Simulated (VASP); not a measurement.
The system is PbS.

```
Pb S
1.0
     3.65194    0.00000    0.00000
     0.00000    3.65194    0.00000
     0.00000    0.00000    3.65194
Pb S
1 1
Direct
  0.00000 0.00000 0.00000
  0.50000 0.50000 0.50000
```

| Property | Result |
| --- | --- |
| Program | VASP 6.6.1 |
| Task | relaxation of cell and atoms |
| Functional | PBEsol |
| Potentials or basis | VASP PAW PBE potentials, release 64 (Pb_d, S) |
| Cutoff | 600 eV |
| k mesh | 6 × 6 × 6 |
| Occupations | fermi-dirac, width 0.02 eV |
| Spin | no spin polarisation |

At the start: pressure -3.2 GPa; volume 24.35 Å³/atom.

Q: How do energy, volume and symmetry change on relaxing?

A: Over 3 steps the energy falls by 13.7 meV/atom and the volume is 22.95 Å³/atom (-5.8 %); space group Pm-3m (No. 221, to 0.05 Å).

Step by step:
| step | energy change (eV) | largest force (eV/Å) | pressure (GPa) | volume (Å³) |
| --- | --- | --- | --- | --- |
| 1 | 0.0000 | 0.0000 | -3.17 | 48.70 |
| 2 | -0.0264 | 0.0000 | 0.55 | 45.39 |
| 3 | -0.0274 | 0.0000 | 0.02 | 45.90 |

Final structure:
```
Pb S
1.0
     3.58035    0.00000    0.00000
     0.00000    3.58035    0.00000
     0.00000    0.00000    3.58035
Pb S
1 1
Cartesian
  0.0000 0.0000 0.0000
  1.7902 1.7902 1.7902
```

Caveat: the PAW data sets were made with another functional, which shifts forces and pressure a little.
